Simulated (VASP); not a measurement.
Runs of VASP 6.6.1 on Al2Cu. The structure is that of space group I4/mcm (No. 140), or close to it. The cells are those of the table. 

| cell | further INCAR settings | gap on the mesh (eV) | pressure (GPa) | largest force (eV/Å) |
| --- | --- | --- | --- | --- |
| a = 4.940 Å, angles 103.6, 103.6, 122.1°, 6 atoms | ALGO = Fast; EDIFF = 1e-06; NBANDS = 26 | none | 0.2 | 0.09 |
| a = 4.927 Å, angles 105.1, 105.1, 118.6°, 6 atoms | ALGO = Fast; EDIFF = 1e-06; NBANDS = 26 | none | -0.6 | 0.10 |
| a = 4.952 Å, angles 105.5, 105.5, 117.7°, 6 atoms | ALGO = Fast; EDIFF = 1e-06; NBANDS = 26 | none | (a) | 0.16 |
| a = 5.019 Å, angles 102.3, 102.3, 125.0°, 6 atoms | ALGO = Fast; EDIFF = 1e-07; NBANDS = 26 | none | -1.7 | 0.18 |
| a = 4.992 Å, angles 102.7, 102.7, 124.0°, 6 atoms | ALGO = Fast; EDIFF = 1e-07; NBANDS = 26 | none | (b) | 0.16 |

Alike in all rows: task single point; level PBE; potentials or basis VASP PAW PBE potentials, release 64 (Al, Cu); no spin polarisation; k mesh 10 × 10 × 10; cutoff (eV) 520; smearing gaussian 0.15 eV.

Fill in the values left out.

(a) -2.2; (b) -1.1.

Caveats: the stress differs along the axes, from -6 to -0 GPa (at least some runs); the stress differs along the axes, from -6 to 7 GPa (at least some runs); the stress differs along the axes, from -4 to 6 GPa (at least some runs).

A gap of «none» marks levels without a gap at the run's occupations.
